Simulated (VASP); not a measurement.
Runs of VASP 6.6.1 on AlN. The structure is that of space group F-43m (No. 216), or close to it. The cells are those of the table. 

```tsv
cell	gap on the mesh (eV)	pressure (GPa)
a = 3.167, b = 3.167, c = 3.089 Å, angles 60.8, 60.8, 58.4°, 2 atoms	3.14	(c)
a = 3.127, b = 3.127, c = 3.089 Å, angles 60.4, 60.4, 59.2°, 2 atoms	3.23	-0.4
a = 3.050, b = 3.050, c = 3.089 Å, angles 59.6, 59.6, 60.8°, 2 atoms	(a)	10.2
a = 3.207, b = 3.207, c = 3.089 Å, angles 61.2, 61.2, 57.6°, 2 atoms	3.06	(b)
```

Alike in all rows: task single point; level PBE; potentials or basis VASP PAW PBE potentials, release 64 (Al, N); no spin polarisation; k mesh 10 × 10 × 10; cutoff (eV) 520; smearing gaussian 0.05 eV.

**Question.** Fill in the values left out.

**Answer.** (a) 3.19; (b) -9.0; (c) -5.0.

A k mesh can miss the band edges.
